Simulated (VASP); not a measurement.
# Na (P6_3/mmc) in VASP: further runs

Runs on Na. Level: PBE. Tasks: single point.

All numbers are computed with VASP 6.6.1; they aren't measurements. Logs are shortened: lines on timing, memory, paths and dates and some standing lists are left out, and cuts for length are marked.

### 1 The cell of the first run

It takes space group P6_3/mmc (No. 194, hexagonal). Conventional cell: a = 3.470 Å, b = 3.470 Å, c = 5.691 Å, α = 90.00°, β = 90.00°, γ = 120.00°. Within 4.6 Å of Na (site symmetry -6m2) lie 12 Na at 3.47 to 3.48 Å.

This isn't the form of Na at room conditions, which is bcc.

### 2 Single point, PBE (29.66 Å³/atom)

Input file INCAR:

```
PREC = Accurate
ENCUT = 520
EDIFF = 1E-6
ISMEAR = -1
SIGMA = 0.05
LREAL = False
LASPH = True
NELM = 80
ALGO = Normal
ISIF = 2
LWAVE = False
LCHARG = False
GGA = PE
NBANDS = 14
```

Input file KPOINTS:

```
regular mesh
0
Gamma
  12 12 6
```

Input file POSCAR:

```
Na
1.0
    3.4695363703      0.0000000000      0.0000000000
   -1.7347681851      3.0047066360      0.0000000000
    0.0000000000      0.0000000000      5.6908547529
Na
2
Direct
    0.3333333333      0.6666666667      0.2500000000
    0.6666666667      0.3333333333      0.7500000000
```

Potentials or basis: VASP PAW PBE potentials, release 64 (Na_pv).

Command:

```bash
$ cat potpaw_PBE.64/Na_pv/POTCAR > POTCAR
$ mpirun -np 1 vasp_std > vasp.out
```

OUTCAR:

```text
PREC = Accurate
   ENCUT = 520
   EDIFF = 1E-6
   ISMEAR = -1
   LREAL = False
   LASPH = True
   NELM = 80
   ISIF = 2
   GGA = PE

 ion  position               nearest neighbor table
   1  0.333  0.667  0.250-
   2  0.667  0.333  0.750-

  LATTYP: Found a hexagonal cell.
 ALAT       =     3.4695363703
 C/A-ratio  =     1.6402349321

  Lattice vectors:

 A1 = (   3.4695363703,   0.0000000000,   0.0000000000)
 A2 = (  -1.7347681851,   3.0047066360,   0.0000000000)
 A3 = (   0.0000000000,   0.0000000000,   5.6908547529)

Analysis of symmetry for initial positions (statically):
=====================================================================
 Subroutine PRICEL returns:
 Original cell was already a primitive cell.

 Routine SETGRP: Setting up the symmetry group for a
 hexagonal supercell.

 Subroutine GETGRP returns: Found 24 space group operations
 (whereof 12 operations were pure point group operations)
 out of a pool of 24 trial point group operations.

The static configuration has the point symmetry D_3d.
 The point group associated with its full space group is D_6h.

Analysis of symmetry for dynamics (positions and initial velocities):
=====================================================================
 Subroutine PRICEL returns:
 Original cell was already a primitive cell.

 Routine SETGRP: Setting up the symmetry group for a
 hexagonal supercell.

 Subroutine GETGRP returns: Found 24 space group operations
 (whereof 12 operations were pure point group operations)
 out of a pool of 24 trial point group operations.

The dynamic configuration has the point symmetry D_3d.
 The point group associated with its full space group is D_6h.

 Subroutine INISYM returns: Found 24 space group operations
 (whereof 12 operations are pure point group operations),
 and found     1 'primitive' translations

----------------------------------------------------------------------------------------

                                     Primitive cell

  volume of cell :      59.3268

  direct lattice vectors                    reciprocal lattice vectors
     3.469536370  0.000000000  0.000000000     0.288222948  0.166405596  0.000000000
    -1.734768185  3.004706636  0.000000000     0.000000000  0.332811193  0.000000000
     0.000000000  0.000000000  5.690854753     0.000000000  0.000000000  0.175720528

  length of vectors
     3.469536370  3.469536370  5.690854753     0.332811193  0.332811193  0.175720528

[... 83 lines left out ...]
   NSW    =      0    number of steps for IOM
   IBRION =     -1    ionic relax: 0-MD 1-quasi-New 2-CG
   NFREE  =      0    steps in history (QN), initial steepest desc. (CG)
   ISIF   =      2    stress and relaxation
   ISYM   =      2    0-nonsym 1-usesym 2-fastsym
   POTIM  = 0.5000    time-step for ionic-motion
   TEBEG  =    0.0;   TEEND  =   0.0 temperature during run
   PSTRESS=    0.0 pullay stress
   NELECT =      14.0000    total number of electrons
   NUPDOWN=      -1.0000    fix difference up-down
   EMIN   =  10.00;   EMAX   =-10.00  energy-range for DOS
   EFERMI =   0.00;   METHOD = LEGACY
   ISMEAR =    -1;   SIGMA  =   0.05  broadening in eV -4-tet -1-fermi 0-gaus
   EFERMI_NEDOS =   21; number of points for ismear=-14 and -15
   IALGO  =     38    algorithm
   IMIX   =      4    mixing-type and parameters
     AMIX     =   0.40;   BMIX     =  1.00
     AMIX_MAG =   1.60;   BMIX_MAG =  1.00
  volume/ion in A,a.u.               =      29.66       200.18
  Fermi-wavevector in a.u.,A,eV,Ry     =   1.011658  1.911757 13.924916  1.023452
  Thomas-Fermi vector in A             =   2.144721
   LORBIT       =      0    0 simple, 1 ext, 2 COOP (PROOUT), +10 PAW based schemes
   GGA     = PE    functional components
   LHFCALC =     F    Hartree Fock is set to
   AEXX    =    0.0000 exact exchange contribution
   IVDW    =     0    specifies the selected vdW correction
   LEPSILON=     F    determine dielectric tensor
   LRPA    =     F    only Hartree local field effects (RPA)
 non-spin polarized calculation
  energy-cutoff  :      520.00
  volume of cell :       59.33
 maximum number of plane-waves:      1623
 NGX is ok and might be reduce to    28
   NGX = 13   NGY = 13   NGZ = 21

 number of electron      13.9999979 magnetization

 Free energy of the ion-electron system (eV)
  ---------------------------------------------------
  ext. energy  EPLUGINS =         0.00000000
  ---------------------------------------------------
  free energy    TOTEN  =        -2.52773621 eV

  energy without entropy =       -2.52031768  energy(sigma->0) =       -2.52402695

 E-fermi :   0.9972     XC(G=0):  -7.1141

 val. band max:        0.9830021493   @ k =   0.4167   0.0833   0.1667
 cond. band min:       1.0246543862   @ k =   0.3333   0.1667   0.3333
 fundamental gap:      0.0416522369
 Fermi energy:         0.9971570295

 k-point     1 :       0.0000    0.0000    0.0000
  band No.  band energies     occupation
      1     -23.7822      2.00000
      2     -23.7168      2.00000
      3     -23.7168      2.00000
      4     -23.7069      2.00000
      5     -23.7069      2.00000
      6     -23.7066      2.00000
      7      -2.7252      2.00000
      8       1.6129      0.00001
      9       2.2275      0.00000
     10      12.3834      0.00000
     11      12.3835      0.00000
     12      12.8544      0.00000
     13      13.0564      0.00000
     14      13.0564      0.00000
[... 377 lines left out ...]
      1     -23.7676      2.00000
      2     -23.7550      2.00000
      3     -23.7483      2.00000
      4     -23.7288      2.00000
      5     -23.7170      2.00000
      6     -23.7156      2.00000
      7      -0.7042      2.00000
      8       2.2498      0.00000
      9       4.4451      0.00000
     10       5.5753      0.00000
     11       7.3563      0.00000
     12       9.4962      0.00000
     13       9.8992      0.00000
     14      12.0034      0.00000

 [... further k-points ...]
[... 5 lines left out ...]
  --------------------------------------------------------------------------------------
  -------------------------------------------------------------------------------------
  Total        0.9463129      0.9463129      0.9540829      0.0000000      0.0000000      0.0000000
  in kB       25.5560847     25.5560847     25.7659223      0.0000000      0.0000000      0.0000000
  external PRESSURE =      25.6260306 kB  Pullay stress =       0.0000000 kB

 VOLUME and BASIS-vectors are now :
 -----------------------------------------------------------------------------
  energy-cutoff  :      520.00
  volume of cell :       59.33
      direct lattice vectors                 reciprocal lattice vectors
     3.469536370  0.000000000  0.000000000     0.288222948  0.166405596  0.000000000
    -1.734768185  3.004706636  0.000000000     0.000000000  0.332811193  0.000000000
     0.000000000  0.000000000  5.690854753     0.000000000  0.000000000  0.175720528

 POSITION                                       TOTAL-FORCE (eV/Angst)
 -----------------------------------------------------------------------------------
     -0.00000      2.00314      1.42271         0.000000      0.000000      0.000000
      1.73477      1.00157      4.26814        -0.000000     -0.000000     -0.000000
 -----------------------------------------------------------------------------------
    total drift:                               -0.000000      0.000000      0.000000

  FREE ENERGIE OF THE ION-ELECTRON SYSTEM (eV)
  ---------------------------------------------------
  free  energy   TOTEN  =        -2.5277362144 eV

  energy  without entropy=       -2.5203176775  energy(sigma->0) =       -2.52402695
```

Wall time 53 s (1 thread of Intel Xeon 8259CL, shared host); peak memory 0.19 GiB.

Results:

```
Free energy            : -2.5277 eV
Pressure               : 2.6 GPa
Band gap on the k mesh : zero (bands 7 and 8 overlap by 4.95 eV)
```

Levels at points of the mesh, in eV from the Fermi level:
| k point | band 4 | band 5 | band 6 | band 7 | band 8 | band 9 | band 10 | band 11 |
| --- | --- | --- | --- | --- | --- | --- | --- | --- |
| (0.00, 0.00, 0.00) | -24.70 | -24.70 | -24.70 | -3.72 | 0.62 | 1.23 | 11.39 | 11.39 |
| (0.50, 0.00, 0.00) | -24.73 | -24.72 | -24.71 | 0.30 | 0.55 | 4.25 | 4.49 | 5.17 |
| (0.00, 0.00, 0.50) | -24.71 | -24.71 | -24.71 | -2.53 | -2.53 | 6.32 | 6.32 | 12.00 |
| (0.50, 0.00, 0.50) | -24.72 | -24.72 | -24.72 | 1.24 | 1.24 | 1.89 | 1.89 | 8.63 |

### 3 Single point, PBE

This run uses another cell than the first one, of 33.37 Å³/atom.

Input file INCAR:

```
SYSTEM = Na
PREC     = Accurate       ! precision mode
ENCUT    = 520            ! plane-wave cutoff, eV
EDIFF    = 1E-6           ! SCF threshold, eV
ISMEAR   = -1             ! smearing method
SIGMA    = 0.05           ! smearing width, eV
LREAL    = .False.        ! projectors in reciprocal space
LASPH    = .True.         ! aspherical terms in the spheres
NELM     = 100            ! most SCF steps
ALGO     = Normal         ! electronic algorithm
ISIF     = 2              ! what is computed and relaxed
LWAVE    = .False.        ! write WAVECAR
LCHARG   = .False.        ! write CHGCAR
GGA      = PE             ! functional
NBANDS   = 14             ! bands
```

Input file KPOINTS:

```
regular mesh
0
Gamma
  12 12 6
  0 0 0
```

Input file POSCAR:

```
Na
1.0
    3.6084632387      0.0000000000      0.0000000000
   -1.8042316193      3.1250208333      0.0000000000
    0.0000000000      0.0000000000      5.9187274554
Na
2
Direct
    0.3333333333      0.6666666667      0.2500000000
    0.6666666667      0.3333333333      0.7500000000
```

Potentials or basis: VASP PAW PBE potentials, release 64 (Na_pv).

Command:

```bash
$ cat potpaw_PBE.64/Na_pv/POTCAR > POTCAR
$ mpirun -np 1 vasp_std > vasp.out
```

Wall time 52 s (1 thread of Intel Xeon 8259CL, shared host); peak memory 0.2 GiB.

It converged, with:

| Property | Result |
| --- | --- |
| Free energy | -2.6080 eV |
| Pressure | 1.0 GPa |
| Band gap on the k mesh | zero (bands 7 and 8 overlap by 4.62 eV) |

Levels at points of the mesh, in eV from the Fermi level:
```
           k point  band 4  band 5  band 6  band 7  band 8  band 9  band 10  band 11
(0.00, 0.00, 0.00)  -24.77  -24.77  -24.77   -3.45    0.60    1.10    10.68    10.68
(0.50, 0.00, 0.00)  -24.79  -24.78  -24.77    0.30    0.48    4.06     4.18     4.75
(0.00, 0.00, 0.50)  -24.77  -24.77  -24.77   -2.35   -2.35    5.89     5.89    11.27
(0.50, 0.00, 0.50)  -24.78  -24.78  -24.78    1.17    1.17    1.73     1.73     8.15
```

### 4 Single point, PBE (33.37 Å³/atom)

This run uses another cell than the first one, of 33.37 Å³/atom.

Input file INCAR:

```
PREC = Accurate
ENCUT = 520
EDIFF = 1E-6
ISMEAR = -1
SIGMA = 0.05
LREAL = F
LASPH = T
NELM = 80
ALGO = Normal
ISIF = 2
LWAVE = F
LCHARG = F
GGA = PE
NBANDS = 14
```

Input file KPOINTS:

```
regular mesh
0
Gamma
  12 12 6
```

POSCAR is that of step 3.

Command:

```bash
$ cat potpaw_PBE.64/Na_pv/POTCAR > POTCAR
$ mpirun -np 1 vasp_std > vasp.out
```

Wall time 50 s (1 thread of Intel Xeon 8259CL, shared host); peak memory 0.2 GiB.

It converged, with:

* Free energy: -2.6080 eV
* Pressure: 1.0 GPa
* Band gap on the k mesh: zero (bands 7 and 8 overlap by 4.62 eV)

Levels at points of the mesh, in eV from the Fermi level:
```
           k point  band 3  band 4  band 5  band 6  band 7  band 8  band 9  band 10  band 11  band 12
(0.00, 0.00, 0.00)  -24.77  -24.77  -24.77  -24.77   -3.45    0.60    1.10    10.68    10.68    11.14
(0.50, 0.00, 0.00)  -24.79  -24.79  -24.78  -24.77    0.30    0.48    4.06     4.18     4.75     4.95
(0.00, 0.00, 0.50)  -24.77  -24.77  -24.77  -24.77   -2.35   -2.35    5.89     5.89    11.27    11.27
(0.50, 0.00, 0.50)  -24.78  -24.78  -24.78  -24.78    1.17    1.17    1.73     1.73     8.15     8.15
```
